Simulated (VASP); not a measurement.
Set up this calculation in VASP 6.6.1, as the native input.

```yaml
Task: single point
Functional: PBE
Potentials_or_basis: VASP PAW PBE potentials, release 64 (Pb_d, O)
Cutoff: 520 eV
k_mesh: 6 × 6 × 8
Occupations: fermi-dirac, width 0.02 eV
Spin: no spin polarisation
Dipole_correction: no
Further_INCAR_settings: ALGO = Normal; EDIFF = 1e-06; NBANDS = 35
```

The structure of PbO2 lies in POSCAR:

```
PbO2
1.0
    4.9827343070      0.0000000000      0.0000000000
    0.0000000000      4.9827343070      0.0000000000
    0.0000000000      0.0000000000      3.4080489278
Pb O
2 4
Direct
    0.0000000000      0.0000000000      0.0000000000
    0.5000000000      0.5000000000      0.5000000000
    0.3072247645      0.3072247645      0.0000000000
    0.1927752355      0.8072247645      0.5000000000
    0.6927752355      0.6927752355      0.0000000000
    0.8072247645      0.1927752355      0.5000000000
```

One way to write it, as run:

INCAR

```
ALGO = Normal ; EDIFF = 1E-6
ENCUT = 520 ; GGA = PE
ISIF = 2 ; ISMEAR = -1
LASPH = True ; LCHARG = True
LELF = True ; LREAL = False
LVHAR = True ; LWAVE = False
NBANDS = 35 ; NELM = 80
PREC = Accurate ; SIGMA = 0.02
```

KPOINTS

```
k-points
0
Gamma
  6 6 8
```

Potentials or basis: VASP PAW PBE potentials, release 64 (Pb_d, O).

Launch:

```bash
$ cat potpaw_PBE.64/Pb_d/POTCAR potpaw_PBE.64/O/POTCAR > POTCAR
$ mpirun -np 1 vasp_std > vasp.out
```

It gave:

| Item | Value |
| --- | --- |
| Pressure | 6.6 GPa |
| Largest force | 0.032 eV/Å |
| Band gap on the k mesh | 0.10 eV (least direct gap 0.13 eV) |

Caveat: the cell stands under pressure; spin-orbit coupling is left out, which moves the levels of the heavy elements.

It took 110 s on 1 thread of AMD EPYC 7R13 Processor (Zen 3), on a shared host, peak memory 0.24 GiB.
